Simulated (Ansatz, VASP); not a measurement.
**HgTe: VASP beside Ansatz**

```xyz
2
Lattice="-3.0456 3.0456 1.5594 3.0456 -3.0456 1.5594 3.0456 3.0456 -1.5594" Properties=species:S:1:pos:R:3 pbc="T T T"
Hg    0.0000    3.0456    0.7797
Te    0.0000    0.0000    0.0000
```

Alike in both runs: functional PBEsol; k mesh 8 × 8 × 8; occupations fermi-dirac, width 0.05 eV; non-collinear spin, spin-orbit coupling.

|  | VASP | Ansatz |
| --- | --- | --- |
| version | VASP 6.6.1 | Ansatz 0.2.0 |
| potentials or method | VASP PAW PBE potentials, release 64 (Hg, Te), cutoff 520 eV | all-electron LAPW, relativistic spinors |
| task | single point | band structure |

|  | VASP | Ansatz | Ansatz less VASP |
| --- | --- | --- | --- |
| pressure (GPa) | -3.8 | -4.0 | -0.22 |
| traceless stress, the component that is largest in VASP (GPa) | 0.77 | 0.75 | -0.018 |

VASP's potentials were made for PBE, not for PBEsol. Ansatz ran all-electron here, and VASP with PAW potentials.

Noted on Ansatz's run: the k mesh is thin for a metal, which can move the energy by tens of meV per atom.
